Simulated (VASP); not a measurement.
A run of VASP 6.6.1 is set up as follows.

The input INCAR:

```
  PREC = Accurate
  ENCUT = 520
  EDIFF = 1E-7
  ISMEAR = -1
  SIGMA = 0.3275
  LREAL = Auto
  LASPH = T
  NELM = 80
  ALGO = Normal
  ISIF = 2
  LWAVE = F
  LCHARG = F
  GGA = PE
  ISYM = 0
  NBANDS = 73
```

File KPOINTS:

```
Automatic mesh
0
Gamma
  1 1 1
```

POSCAR

```
Si9N8O6
1.0
    6.9494310000     -0.1483230000     -0.0508250000
   -0.1483230000      6.7490330000     -0.1619310000
   -0.0508250000     -0.1619310000      6.6115700000
Si N O
9 8 6
Direct
    0.7593638111      0.3952820620      0.7246825013
    1.1957077255      0.3835054034      0.3571994638
    0.7512610450      0.9878611455      0.6401626521
    0.4471573077      0.5603240665      0.9024084456
    0.1948200390      0.3218702485      0.7814787561
    0.4555630369      0.6895863583      0.5133767622
    0.1041447268      1.0739427536      1.1449322596
    0.7955306029      0.5192072862      0.3208195025
    0.7699060282     -0.1050679330      1.1313292786
   -0.0508632479      0.7940632126     -0.2503781514
    0.4646815671      0.3556531255      0.7209040677
    0.6476266444      0.5180968419      1.0440728244
    0.9165985702      0.3473397690      0.4499565456
   -0.0676171653      0.9553822824      1.4060601893
    1.3204519688      0.6026093154      0.2816925632
    0.8776711849     -0.2400152574      1.2983201762
   -0.0010124544      0.7846054166      0.9229117262
    0.0706798311      1.5053689774      0.7207233995
    0.4907749107      0.9047937433      1.3769730624
    0.9943338671      0.2354639990      1.0128061776
    0.4176533478      0.7478588486      0.7607959626
    0.7548829831      0.1769329717      0.8171564183
    0.6540749276      0.5863487830      0.5318557321
```

Potentials or basis: VASP PAW PBE potentials, release 64 (Si, N, O).

Run with:

```sh
$ cat potpaw_PBE.64/Si/POTCAR potpaw_PBE.64/N/POTCAR potpaw_PBE.64/O/POTCAR > POTCAR
$ mpirun -np 1 vasp_gam > vasp.out
```

(1) What does it give for the pressure?

(2) Predict the largest force.

## Answers

(1) -0.3 GPa.

(2) 6.713 eV/Å.

Caveat: the k points lie up to 0.95 Å⁻¹ apart; the standard files for N, O and F lose accuracy on very short bonds; the atoms stand as in a frame of molecular dynamics.
